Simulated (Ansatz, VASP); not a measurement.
## Be3TeO2 in VASP and in Ansatz

```xyz
6
Lattice="3.8893 0.0000 0.0000 0.0000 3.8893 0.0000 0.0000 0.0000 5.4252" Properties=species:S:1:pos:R:3 pbc="T T T"
Be    0.0000    1.9446    0.5224
Be    1.9446    0.0000    0.5224
Be    1.9446    1.9446    4.0252
Te    0.0000    0.0000    4.3777
O     1.9446    1.9446    0.2259
O     1.9446    1.9446    2.5856
```

Alike in both runs: functional PBE; k mesh 8 × 8 × 6; occupations gaussian, width 0.02 eV; no spin polarisation.

Ansatz relaxed the structure, and its values are those at the end. VASP's run is a single point on that final structure, the one shown.

|  | VASP | Ansatz |
| --- | --- | --- |
| version | VASP 6.6.1 | Ansatz 0.2.0 |
| potentials or method | VASP PAW PBE potentials, release 64 (Be, Te, O), cutoff 520 eV | scalar-relativistic, plane waves, PAW |
| valence electrons in the cell | 24 | 34 |

|  | VASP | Ansatz | Ansatz less VASP |
| --- | --- | --- | --- |
| gap on the k mesh at the Fermi level (eV) | 0.87 | 0.86 | -0.013 |
| least direct gap on the mesh (eV) | 1.00 | 0.99 | -0.013 |
| pressure (GPa) | 0.0 | 0.0 | -0.06 |
| rms of the force components (eV/Å) | 0.021 | 0.003 | -0.0179 |

VASP's potentials hold 24 valence electrons a cell and Ansatz's 34, so a difference there can come from the potentials and not from the codes.

Neither program's run includes spin-orbit coupling.
